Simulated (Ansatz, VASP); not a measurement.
**HfPb2 in VASP and in Ansatz**

```
CELL_PARAMETERS angstrom
5.48214 0.00000 0.00000
-2.74107 4.74767 0.00000
0.00000 0.00000 3.09626
ATOMIC_POSITIONS crystal
Hf 0.00000 0.00000 0.00000
Pb 0.33333 0.66667 0.50000
Pb 0.66667 0.33333 0.50000
```

Alike in both runs: task single point; functional PBE; k mesh 12 × 12 × 14; occupations gaussian, width 0.1 eV; no spin polarisation.

```csv
,VASP,Ansatz
version,VASP 6.6.1,Ansatz 0.2.0
potentials or method,"VASP PAW PBE potentials, release 64 (Hf_pv, Pb_d), cutoff 520 eV","scalar-relativistic, plane waves, PAW"
valence electrons in the cell,38,54
```

```tsv
	VASP	Ansatz	Ansatz less VASP
gap on the k mesh at the Fermi level (eV)	none	none	-
pressure (GPa)	-0.2	0.0	+0.17
```

A gap of «none» marks a metal or a gap that the smearing closes. VASP's potentials hold 38 valence electrons a cell and Ansatz's 54, so a difference there can come from the potentials and not from the codes.

Neither program's run includes spin-orbit coupling.
